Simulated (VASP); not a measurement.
Here is a VASP 6.6.1 calculation.

The input INCAR:

```
SYSTEM = Ga
PREC     = Accurate       ! precision mode
ENCUT    = 520            ! plane-wave cutoff, eV
EDIFF    = 1E-6           ! SCF threshold, eV
ISMEAR   = -1             ! smearing method
SIGMA    = 0.05           ! smearing width, eV
LREAL    = .FALSE.        ! projectors in reciprocal space
LASPH    = .TRUE.         ! aspherical terms in the spheres
NELM     = 60             ! most SCF steps
ALGO     = Normal         ! electronic algorithm
ISIF     = 2              ! what is computed and relaxed
LWAVE    = .FALSE.        ! write WAVECAR
LCHARG   = .FALSE.        ! write CHGCAR
GGA      = PE             ! functional
NBANDS   = 20             ! bands
```

The input KPOINTS:

```
regular mesh
0
G
  18 18 10
  0 0 0
```

POSCAR

```
Ga
1.0
    2.9806155767      0.0000000000      0.0000000000
   -1.4903077884      2.5812888084      0.0000000000
    0.0000000000      0.0000000000      4.8169416775
Ga
2
Direct
    0.3333333333      0.6666666667      0.2500000000
    0.6666666667      0.3333333333      0.7500000000
```

Potentials or basis: VASP PAW PBE potentials, release 64 (Ga_d).

The run is started by

```console
$ cat potpaw_PBE.64/Ga_d/POTCAR > POTCAR
$ mpirun -np 1 vasp_std > vasp.out
```

(1) Predict the pressure.

(2) Estimate the band gap on the k mesh.

Answers

(1) 1.6 GPa.

(2) zero (bands 13 and 14 overlap by 7.70 eV).
